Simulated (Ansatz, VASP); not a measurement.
## Zn3Bi2: VASP beside Ansatz

```xyz
5
Lattice="3.6463 0.0000 0.0000 0.0000 3.6463 0.0000 0.0000 0.0000 9.1188" Properties=species:S:1:pos:R:3 pbc="T T T"
Zn    0.0000    0.0000    0.0000
Zn    0.0000    0.0000    4.5594
Zn    1.8231    1.8231    4.5594
Bi    1.8231    1.8231    1.7518
Bi    1.8231    1.8231    7.3669
```

Alike in both runs: functional PBE; k mesh 4 × 4 × 4; occupations gaussian, width 0.1 eV; no spin polarisation.

Ansatz relaxed the structure, and its values are those at the end. VASP's run is a single point on that final structure, the one shown.

```csv
,VASP,Ansatz
version,VASP 6.6.1,Ansatz 0.2.0
potentials or method,"VASP PAW PBE potentials, release 64 (Zn, Bi_d), cutoff 520 eV","scalar-relativistic, plane waves, PAW"
valence electrons in the cell,66,66
```

|  | VASP | Ansatz | Ansatz less VASP |
| --- | --- | --- | --- |
| gap on the k mesh at the Fermi level (eV) | none | none | - |
| pressure (GPa) | 0.1 | 0.1 | -0.05 |
| rms of the force components (eV/Å) | 0.004 | 0.006 | +0.0016 |

A gap of «none» marks a metal or a gap that the smearing closes. With one functional, cell and mesh, what is left measures potentials, basis and numerics.

The k mesh is coarse, so the values compare programs but aren't converged. Neither program's run includes spin-orbit coupling.
